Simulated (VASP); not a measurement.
A run of VASP 6.6.1 is set up as follows.

The input INCAR:

```
SYSTEM = Ti
PREC     = Accurate       ! precision mode
ENCUT    = 520            ! plane-wave cutoff, eV
EDIFF    = 1E-6           ! SCF threshold, eV
ISMEAR   = 0              ! smearing method
SIGMA    = 0.1            ! smearing width, eV
LREAL    = .FALSE.        ! projectors in reciprocal space
LASPH    = .TRUE.         ! aspherical terms in the spheres
NELM     = 80             ! most SCF steps
ALGO     = Fast           ! electronic algorithm
ISIF     = 2              ! what is computed and relaxed
LWAVE    = .FALSE.        ! write WAVECAR
LCHARG   = .FALSE.        ! write CHGCAR
GGA      = PS             ! functional
NBANDS   = 25             ! bands
```

The input KPOINTS:

```
regular mesh
0
G
  9 9 12
  0 0 0
```

Contents of POSCAR:

```
Ti
1.0
    4.5152900626      0.0000000000      0.0000000000
   -2.2576450313      3.9103558997      0.0000000000
    0.0000000000      0.0000000000      2.7987936497
Ti
3
Direct
    0.0000000000      0.0000000000      0.0000000000
    0.3333333333      0.6666666667      0.5000000000
    0.6666666667      0.3333333333      0.5000000000
```

Potentials or basis: VASP PAW PBE potentials, release 64 (Ti_sv).

Run with:

```bash
$ cat potpaw_PBE.64/Ti_sv/POTCAR > POTCAR
$ mpirun -np 1 vasp_std > vasp.out
```

Q: What does it give for the pressure?

A: -0.4 GPa.

Q: What does it give for the band gap on the k mesh?

A: Zero (bands 18 and 19 overlap by 0.31 eV).

Caveat: the PAW data sets were made with another functional, which shifts forces and pressure a little.
